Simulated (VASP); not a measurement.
AgCl: electric field gradients with PBEsol

The system is AgCl.

```
Ag Cl
1.0
     0.00000    2.77315    2.80088
     2.77315    0.00000    2.80088
     2.77315    2.77315    0.00000
Ag Cl
1 1
Direct
  0.50000 0.50000 0.50000
  0.00000 0.00000 0.00000
```

This cell differs from its parent crystal: zz strain of +1 %.

* Program: VASP 6.6.1
* Task: electric field gradients
* Functional: PBEsol
* Potentials or basis: VASP PAW PBE potentials, release 64 (Ag, Cl)
* Cutoff: 520 eV
* k mesh: 9 × 9 × 9
* Occupations: fermi-dirac, width 0.01 eV
* Spin: no spin polarisation
* Dipole correction: no
* Further INCAR settings: ALGO = Normal; EDIFF = 1e-08; NBANDS = 16

The pressure is -3.1 GPa and the band gap on the k mesh is 0.75 eV, indirect (least direct gap 2.97 eV).

Stress tensor (GPa, compression positive):
```
-3.10  0.00  0.00
 0.00 -3.10  0.00
 0.00  0.00 -3.20
```

Levels at points of the mesh, in eV from the valence-band top:
| k point | band 5 | band 6 | band 7 | band 8 | band 9 | band 10 | band 11 | band 12 | band 13 | band 14 |
| --- | --- | --- | --- | --- | --- | --- | --- | --- | --- | --- |
| (0.00, 0.00, 0.00) | -2.38 | -2.38 | -2.29 | -2.29 | -2.25 | 0.75 | 10.75 | 10.77 | 10.77 | 12.12 |

Electric field gradients, principal values (V/Å²):
```csv
atom,least,middle,greatest (by size)
1 Ag,-2.787,-2.787,5.573
2 Cl,2.474,2.475,-4.949
```

Run time: 45 s on 1 thread of Intel(R) Xeon(R) Platinum 8488C (Sapphire Rapids), on a shared host, peak memory 0.2 GiB.

Caveat: the cell differs from its parent crystal (zz strain of +1 %); without QUAD_EFG the Cq values of the log hold for a quadrupole moment of 1 mb, not for the nuclei; the PAW data sets were made with another functional, which shifts forces and pressure a little. A k mesh can miss the band edges.
